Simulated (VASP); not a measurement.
# WSe2 (P6_3/mmc) in VASP: notebook

The runs below take WSe2 through relaxation of shape and atoms at fixed volume, single point, with PBE+D3(BJ).

Everything below comes from runs of VASP 6.6.1. Logs are shortened: lines on timing, memory, paths and dates and some standing lists are left out, and cuts for length are marked.

## (1) The cell of the first run

The structure is hexagonal, space group P6_3/mmc (No. 194). The conventional cell has a = 3.311 Å, b = 3.311 Å, c = 12.915 Å, α = 90.00°, β = 90.00°, γ = 120.00°. W (site symmetry -6m2) has 6 Se at 2.56 Å and 6 W at 3.31 Å within 3.4 Å. Within 3.4 Å of Se (site symmetry 3m) lie 3 W at 2.56 Å and 6 Se at 3.31 Å.

## (2) Relaxation of shape and atoms at fixed volume, PBE+D3(BJ) (volume scaled by 1.03)

INCAR reads:

```
PREC = Accurate
ENCUT = 600
EDIFF = 1E-6
ISMEAR = 0
SIGMA = 0.02
LREAL = False
LASPH = True
NELM = 60
ALGO = Normal
ISIF = 4
LWAVE = False
LCHARG = False
GGA = PE
IVDW = 12
IBRION = 2
NSW = 50
EDIFFG = -0.01
```

KPOINTS reads:

```
Automatic mesh
0
Gamma
  9 9 2
```

POSCAR reads:

```
WSe2
1.0
    3.3114834471      0.0000000000      0.0000000000
   -1.6557417235      2.8678287894      0.0000000000
    0.0000000000      0.0000000000     12.9151334372
W Se
2 4
Direct
    0.3333333333      0.6666666667      0.2500000000
    0.6666666667      0.3333333333      0.7500000000
    0.3333333333      0.6666666667      0.6182884708
    0.6666666667      0.3333333333      0.1182884708
    0.3333333333      0.6666666667      0.8817115292
    0.6666666667      0.3333333333      0.3817115292
```

Potentials or basis: VASP PAW PBE potentials, release 64 (W_sv, Se).

Run with:

```sh
> cat potpaw_PBE.64/W_sv/POTCAR potpaw_PBE.64/Se/POTCAR > POTCAR
> mpirun -np 1 vasp_std > vasp.out
```

OUTCAR:

```text
PREC = Accurate
   ENCUT = 600
   EDIFF = 1E-6
   ISMEAR = 0
   LREAL = False
   LASPH = True
   NELM = 60
   ISIF = 4
   GGA = PE
   IVDW = 12
   IBRION = 2
   NSW = 50
   EDIFFG = -0.01
 IVDW          = 12

 ion  position               nearest neighbor table
   1  0.333  0.667  0.250-   4 2.56   6 2.56   4 2.56   6 2.56   4 2.56   6 2.56
   2  0.667  0.333  0.750-   3 2.56   5 2.56   3 2.56   5 2.56   3 2.56   5 2.56
   3  0.333  0.667  0.618-   2 2.56   2 2.56   2 2.56
   4  0.667  0.333  0.118-   1 2.56   1 2.56   1 2.56
   5  0.333  0.667  0.882-   2 2.56   2 2.56   2 2.56
   6  0.667  0.333  0.382-   1 2.56   1 2.56   1 2.56

  LATTYP: Found a hexagonal cell.
 ALAT       =     3.3114834471
 C/A-ratio  =     3.9001050869

  Lattice vectors:

 A1 = (   3.3114834471,   0.0000000000,   0.0000000000)
 A2 = (  -1.6557417235,   2.8678287894,   0.0000000000)
 A3 = (   0.0000000000,   0.0000000000,  12.9151334372)

Analysis of symmetry for initial positions (statically):
=====================================================================
 Subroutine PRICEL returns:
 Original cell was already a primitive cell.

 Routine SETGRP: Setting up the symmetry group for a
 hexagonal supercell.

 Subroutine GETGRP returns: Found 24 space group operations
 (whereof 12 operations were pure point group operations)
 out of a pool of 24 trial point group operations.

The static configuration has the point symmetry D_3d.
 The point group associated with its full space group is D_6h.

Analysis of symmetry for dynamics (positions and initial velocities):
=====================================================================
 Subroutine PRICEL returns:
 Original cell was already a primitive cell.

 Routine SETGRP: Setting up the symmetry group for a
 hexagonal supercell.

 Subroutine GETGRP returns: Found 24 space group operations
 (whereof 12 operations were pure point group operations)
 out of a pool of 24 trial point group operations.

The dynamic configuration has the point symmetry D_3d.
 The point group associated with its full space group is D_6h.

 Subroutine INISYM returns: Found 24 space group operations
 (whereof 12 operations are pure point group operations),
 and found     1 'primitive' translations

----------------------------------------------------------------------------------------

                                     Primitive cell
[... 56 lines left out ...]
  0.000000  0.000000  0.000000      1.000000
  0.111111  0.000000  0.000000      6.000000
  0.222222  0.000000  0.000000      6.000000
  0.333333  0.000000  0.000000      6.000000
  0.444444  0.000000  0.000000      6.000000
  0.111111  0.111111  0.000000      6.000000
[... 16 lines left out ...]
  0.333333  0.222222  0.500000     12.000000
  0.333333  0.333333  0.500000      2.000000
   k-points           NKPTS =     24   k-points in BZ     NKDIM =     24   number of bands    NBANDS=     31
   number of dos      NEDOS =    301   number of ions     NIONS =      6
   total plane-waves  NPLWV =  84672
   dimension x,y,z NGX =    28 NGY =   28 NGZ =  108
   dimension x,y,z NGXF=    56 NGYF=   56 NGZF=  216
   ions per type =               2   4
   NGX,Y,Z   is equivalent  to a cutoff of  14.06, 14.06, 13.90 a.u.
   NGXF,Y,Z  is equivalent  to a cutoff of  28.11, 28.11, 27.80 a.u.
 SYSTEM =  unknown system
   PREC   = accura    normal or accurate (medium, high low for compatibility)
   ISTART =      0    job   : 0-new  1-cont  2-samecut
   ICHARG =      2    charge: 1-file 2-atom 10-const
   ISPIN  =      1    spin polarized calculation?
   LNONCOLLINEAR =      F non collinear calculations
   LSORBIT =      F    spin-orbit coupling
   LASPH  =      T    aspherical Exc in radial PAW
   ENCUT  =  600.0 eV  44.10 Ry    6.64 a.u.   6.61  6.61 25.79*2*pi/ulx,y,z
   NELM   =     60;   NELMIN=  2; NELMDL= -5     # of ELM steps
   EDIFF  = 0.1E-05   stopping-criterion for ELM
   LREAL  =      F    real-space projection
   EDIFFG = -.1E-01   stopping-criterion for IOM
   NSW    =     50    number of steps for IOM
   IBRION =      2    ionic relax: 0-MD 1-quasi-New 2-CG
   NFREE  =      1    steps in history (QN), initial steepest desc. (CG)
   ISIF   =      4    stress and relaxation
   ISYM   =      2    0-nonsym 1-usesym 2-fastsym
   POTIM  = 0.5000    time-step for ionic-motion
   TEBEG  =    0.0;   TEEND  =   0.0 temperature during run
   PSTRESS=    0.0 pullay stress
   NELECT =      52.0000    total number of electrons
   NUPDOWN=      -1.0000    fix difference up-down
   EMIN   =  10.00;   EMAX   =-10.00  energy-range for DOS
   EFERMI =   0.00;   METHOD = LEGACY
   ISMEAR =     0;   SIGMA  =   0.02  broadening in eV -4-tet -1-fermi 0-gaus
   EFERMI_NEDOS =   21; number of points for ismear=-14 and -15
   IALGO  =     38    algorithm
   IMIX   =      4    mixing-type and parameters
     AMIX     =   0.40;   BMIX     =  1.00
     AMIX_MAG =   1.60;   BMIX_MAG =  1.00
  volume/ion in A,a.u.               =      20.44       137.95
  Fermi-wavevector in a.u.,A,eV,Ry     =   1.229847  2.324074 20.579129  1.512523
  Thomas-Fermi vector in A             =   2.364718
   LORBIT       =      0    0 simple, 1 ext, 2 COOP (PROOUT), +10 PAW based schemes
   GGA     = PE    functional components
   LHFCALC =     F    Hartree Fock is set to
   AEXX    =    0.0000 exact exchange contribution
   IVDW    =    12    specifies the selected vdW correction
   LEPSILON=     F    determine dielectric tensor
   LRPA    =     F    only Hartree local field effects (RPA)
 conjugate gradient relaxation of ions
 non-spin polarized calculation
 Gauss-broadening in eV      SIGMA  =   0.02
  energy-cutoff  :      600.00
  volume of cell :      122.65
 maximum number of plane-waves:      4144
 NGX is ok and might be reduce to    28
   NGX = 13   NGY = 13   NGZ = 51

--------------------------------------- Ionic step        1  -------------------------------------------

 number of electron      51.9999998 magnetization

 Free energy of the ion-electron system (eV)
  ---------------------------------------------------
  ext. energy  EPLUGINS =         0.00000000
  ---------------------------------------------------
  free energy    TOTEN  =       -43.12584720 eV

  energy without entropy =      -43.12584720  energy(sigma->0) =      -43.12584720

------------------------ aborting loop because EDIFF is reached ----------------------------------------

 Edisp (eV)   -2.76708

 E8    (eV) :    -1.2342
[... 167 lines left out ...]
--------------------------------------- Ionic step        5  -------------------------------------------

 number of electron      51.9999999 magnetization

 Free energy of the ion-electron system (eV)
  ---------------------------------------------------
  ext. energy  EPLUGINS =         0.00000000
  ---------------------------------------------------
  free energy    TOTEN  =       -43.15323653 eV

  energy without entropy =      -43.15323653  energy(sigma->0) =      -43.15323653

 E-fermi :   6.3782     XC(G=0): -10.7126

 val. band max:        6.1354594650   @ k =   0.0000   0.0000   0.0000
 cond. band min:       7.2183664466   @ k =   0.2222   0.1111   0.0000
 fundamental gap:      1.0829069816
 Fermi energy:         6.3782480743

 k-point     1 :       0.0000    0.0000    0.0000
  band No.  band energies     occupation
      1     -68.1739      2.00000
      2     -68.1739      2.00000
      3     -32.4124      2.00000
      4     -32.4123      2.00000
      5     -32.2876      2.00000
      6     -32.2876      2.00000
[... 842 lines left out ...]
  FREE ENERGIE OF THE ION-ELECTRON SYSTEM (eV)
  ---------------------------------------------------
  free  energy   TOTEN  =       -45.9188294605 eV

  energy  without entropy=      -45.9188294605  energy(sigma->0) =      -45.91882946

 reached required accuracy - stopping structural energy minimisation
```

CONTCAR:

```text
WSe2
   1.00000000000000
     3.2941844826983018   -0.0000000000037475   -0.0000000000000000
    -1.6470922413026579    2.8528474467708760    0.0000000000000000
     0.0000000000000000   -0.0000000000000000   13.0511337496276898
  W               Se
     2     4
Direct
     0.3333333332999970    0.6666666667000030    0.2500000000000000
     0.6666666667000030    0.3333333332999970    0.7500000000000000
     0.3333333332999970    0.6666666667000030    0.6209552758233750
     0.6666666667000030    0.3333333332999970    0.1209552758233749
     0.3333333332999970    0.6666666667000030    0.8790447241766250
     0.6666666667000030    0.3333333332999970    0.3790447241766250

  0.00000000E+00  0.00000000E+00  0.00000000E+00
  0.00000000E+00  0.00000000E+00  0.00000000E+00
  0.00000000E+00  0.00000000E+00  0.00000000E+00
  0.00000000E+00  0.00000000E+00  0.00000000E+00
  0.00000000E+00  0.00000000E+00  0.00000000E+00
  0.00000000E+00  0.00000000E+00  0.00000000E+00
```

Run time: 3.6 min. Hardware: 1 thread of Intel Xeon 6975P-C (Granite Rapids), shared host; peak memory 0.34 GiB.

What came out:

* Free energy: -45.9188 eV
* Energy gained by relaxing: 4.3 meV/atom
* Ionic steps: 5
* Pressure after relaxing: -1.1 GPa
* Largest force after relaxing: 0.009 eV/Å
* Band gap on the k mesh: 1.08 eV, indirect (least direct gap 1.54 eV)
* Dispersion energy per atom: -0.461 eV

Forces in eV/Å, atoms in the order of the input:
```
W    0.000  0.000  0.000
W    0.000  0.000  0.000
Se   0.000  0.000 -0.009
Se   0.000  0.000 -0.009
Se   0.000  0.000  0.009
Se   0.000  0.000  0.009
```

The path:
| step | energy change (eV) | largest force (eV/Å) | pressure (GPa) | volume (Å³) |
| --- | --- | --- | --- | --- |
| 1 | 0.0000 | 0.4171 | -3.68 | 122.65 |
| 2 | -0.0169 | 0.0261 | -1.97 | 122.65 |
| 3 | -0.0170 | 0.0403 | -2.04 | 122.65 |
| 4 | -0.0235 | 0.0169 | -1.61 | 122.65 |
| 5 | -0.0259 | 0.0092 | -1.09 | 122.65 |

Final structure:
```
CELL_PARAMETERS angstrom
3.29418 0.00000 0.00000
-1.64709 2.85285 0.00000
0.00000 0.00000 13.05113
ATOMIC_POSITIONS crystal
W 0.33333 0.66667 0.25000
W 0.66667 0.33333 0.75000
Se 0.33333 0.66667 0.62096
Se 0.66667 0.33333 0.12096
Se 0.33333 0.66667 0.87904
Se 0.66667 0.33333 0.37904
```

Caveat: the cell differs from its parent crystal (volume scaled by 1.03); spin-orbit coupling is left out, which moves the levels of the heavy elements. A k mesh can miss the band edges.

## (3) Single point, PBE+D3(BJ) (volume scaled by 1.10, then relaxed in part)

INCAR reads:

```
SYSTEM = WSe2
PREC = Accurate
ENCUT = 520
EDIFF = 1E-6
ISMEAR = 0
SIGMA = 0.02
LREAL = .False.
LASPH = .True.
NELM = 60
ALGO = Normal
ISIF = 2
LWAVE = .False.
LCHARG = .False.
GGA = PE
IVDW = 12
NBANDS = 35
```

KPOINTS reads:

```
Automatic mesh
0
Gamma
  12 12 2
  0 0 0
```

POSCAR reads:

```
WSe2
1.0
    3.3118351756      0.0000000000      0.0000000000
   -1.6559175878      2.8681333952      0.0000000000
    0.0000000000      0.0000000000     13.7901431912
W Se
2 4
Direct
    0.3333333333      0.6666666667      0.2500000000
    0.6666666667      0.3333333333      0.7500000000
    0.3333333333      0.6666666667      0.6281949385
    0.6666666667      0.3333333333      0.1281949385
    0.3333333333      0.6666666667      0.8718050615
    0.6666666667      0.3333333333      0.3718050615
```

Potentials or basis: VASP PAW PBE potentials, release 64 (W_sv, Se).

Run with:

```sh
> cat potpaw_PBE.64/W_sv/POTCAR potpaw_PBE.64/Se/POTCAR > POTCAR
> mpirun -np 1 vasp_std > vasp.out
```

Run time: 4.8 min. Hardware: 1 thread of AMD EPYC 7R43 (Zen 3), shared host; peak memory 0.32 GiB.

The run converged. Its results:

- Free energy: -45.8168 eV
- Pressure: -2.2 GPa
- Largest force: 0.045 eV/Å
- Band gap on the k mesh: 1.23 eV, indirect (least direct gap 1.51 eV)
- Dispersion energy per atom: -0.431 eV

Forces in eV/Å, atoms in the order of the input:
```
W    0.000  0.000  0.000
W    0.000  0.000  0.000
Se   0.000  0.000 -0.045
Se   0.000  0.000 -0.045
Se   0.000  0.000  0.045
Se   0.000  0.000  0.045
```

Stress tensor (GPa, compression positive):
```
-2.23  0.00  0.00
 0.00 -2.23  0.00
 0.00  0.00 -2.11
```

Levels at points of the mesh, in eV from the valence-band top:
| k point | band 23 | band 24 | band 25 | band 26 | band 27 | band 28 | band 29 | band 30 |
| --- | --- | --- | --- | --- | --- | --- | --- | --- |
| (0.00, 0.00, 0.00) | -1.34 | -1.34 | -0.82 | 0.00 | 2.78 | 2.78 | 2.80 | 2.80 |
| (0.50, 0.00, 0.00) | -1.17 | -1.12 | -1.10 | -1.01 | 2.24 | 2.26 | 2.49 | 2.71 |
| (0.00, 0.00, 0.50) | -1.35 | -1.35 | -0.23 | -0.23 | 2.78 | 2.78 | 2.78 | 2.78 |
| (0.50, 0.00, 0.50) | -1.13 | -1.13 | -1.06 | -1.06 | 2.25 | 2.25 | 2.61 | 2.61 |

Caveat: the cell differs from its parent crystal (volume scaled by 1.10, then relaxed in part); spin-orbit coupling is left out, which moves the levels of the heavy elements.
